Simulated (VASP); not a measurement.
AlFe:

```
Al Fe
1.0
     2.95771    0.00000    0.00000
     0.00000    2.95771    0.00000
     0.00000    0.00000    2.95771
Al Fe
1 1
Direct
  0.00000 0.00000 0.00000
  0.50000 0.50000 0.50000
```

This cell differs from its parent crystal: volume scaled by 1.05.

Base run:

| Item | Value |
| --- | --- |
| Program | VASP 6.6.1 |
| Functional | PBE |
| Potentials or basis | VASP PAW PBE potentials, release 64 (Al, Fe) |
| Cutoff | 520 eV |
| k mesh | 11 × 11 × 11 |
| Occupations | fermi-dirac, width 0.1 eV |
| Spin | collinear spin, ferromagnetic start |
| Starting moments | [0.0, 3.0] μB |

Its results: pressure -12.2 GPa.

The run is repeated on the same cell with these changes: spin from collinear spin, ferromagnetic start to no spin polarisation; further incar settings from ALGO = Normal; EDIFF = 1e-07; NBANDS = 16 to ALGO = Normal; EDIFF = 1e-07; NBANDS = 12. What comes out?

Pressure -13.2 GPa.
